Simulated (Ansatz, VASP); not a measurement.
SiO2 in VASP and in Ansatz

The input INCAR:

```
ALGO = Normal ; EDIFF = 1E-7
ENCUT = 520 ; GGA = PE
ISIF = 2 ; ISMEAR = 0
LASPH = T ; LCHARG = F
LREAL = F ; LWAVE = F
NBANDS = 25 ; NELM = 100
PREC = Accurate ; SIGMA = 0.02
```

The input KPOINTS:

```
k-points
0
Gamma
  6 6 6
```

POSCAR

```
SiO2
1.0
   -2.5133692696      2.5133692696      3.6893906705
    2.5133692696     -2.5133692696      3.6893906705
    2.5133692696      2.5133692696     -3.6893906705
Si O
2 4
Direct
    0.0000000000      0.0000000000      0.0000000000
    0.7500000000      0.2500000000      0.5000000000
    0.9670112602      0.6250000000      0.8420112602
    0.3750000000      0.2170112602      0.3420112602
    0.7829887398      0.1250000000      0.1579887398
    0.8750000000      0.0329887398      0.6579887398
```

Input for Ansatz:

```yaml
crystal:
  lattice:
    - [-2.5133695493, 2.5133695493, 3.6893902076]
    - [2.5133695493, -2.5133695493, 3.6893902076]
    - [2.5133695493, 2.5133695493, -3.6893902076]
  atoms:
    - { symbol: Si, position: [0.0, 0.0, 0.0] }
    - { symbol: Si, position: [0.75, 0.25, 0.5] }
    - { symbol: O, position: [0.96701124, 0.625, 0.84201124] }
    - { symbol: O, position: [0.375, 0.21701124, 0.34201124] }
    - { symbol: O, position: [0.78298876, 0.125, 0.15798876] }
    - { symbol: O, position: [0.875, 0.03298876, 0.65798876] }
basis:
  ecutwfc: 420
kpoints:
  mp_grid: { grid: [6, 6, 6] }
  band_path: { path: [VBM, CBM], npoints: 2 }
hamiltonian:
  xc: pbe
scf:
  occupations: { method: gaussian, width: 0.02 }
output:
  forces: false
  stress: false
  eigenvalues: true
checkpoint:
  read: start.run
  write: ck
  compress: false
  write_wavefunctions: false
  write_every: 100000
```

Alike in both runs: task single point; functional PBE; k mesh 6 × 6 × 6; occupations gaussian, width 0.02 eV; no spin polarisation.

```csv
,VASP,Ansatz
version,VASP 6.6.1,Ansatz 0.2.0
potentials or method,"VASP PAW PBE potentials, release 64 (Si, O), cutoff 520 eV","scalar-relativistic, plane waves, PAW"
valence electrons in the cell,32,32
```

```tsv
	VASP	Ansatz	Ansatz less VASP
gap on the k mesh at the Fermi level (eV)	5.73	5.73	+0.001
least direct gap on the mesh (eV)	5.73	5.73	+0.001
```
